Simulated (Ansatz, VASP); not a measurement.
## SiC: VASP beside Ansatz

```
Si C
1.0
     3.07577    0.00000    0.00000
    -1.53789    2.66370    0.00000
     0.00000    0.00000    5.04753
Si C
2 2
Direct
  0.33333 0.66667 0.00459
  0.66667 0.33333 0.50459
  0.33333 0.66667 0.38041
  0.66667 0.33333 0.88041
```

Alike in both runs: functional PBEsol; k mesh 12 × 12 × 6; occupations fermi-dirac, width 0.1 eV; no spin polarisation.

Ansatz relaxed the structure, and its values are those at the end. VASP's run is a single point on that final structure, the one shown.

|  | VASP | Ansatz |
| --- | --- | --- |
| version | VASP 6.6.1 | Ansatz 0.2.0 |
| potentials or method | VASP PAW PBE potentials, release 64 (Si, C) | PAW with Ansatz's default frozen-core files, scalar-relativistic |
| plane-wave cutoff (eV) | 520 | 420 |
| valence electrons in the cell | 16 | 16 |

Ansatz gave:

```
pressure (GPa) : 0.0
```

Question: What did VASP give for the same quantities?

Answer: Pressure (GPa): 0.4.

VASP's potentials were made for PBE, not for PBEsol.
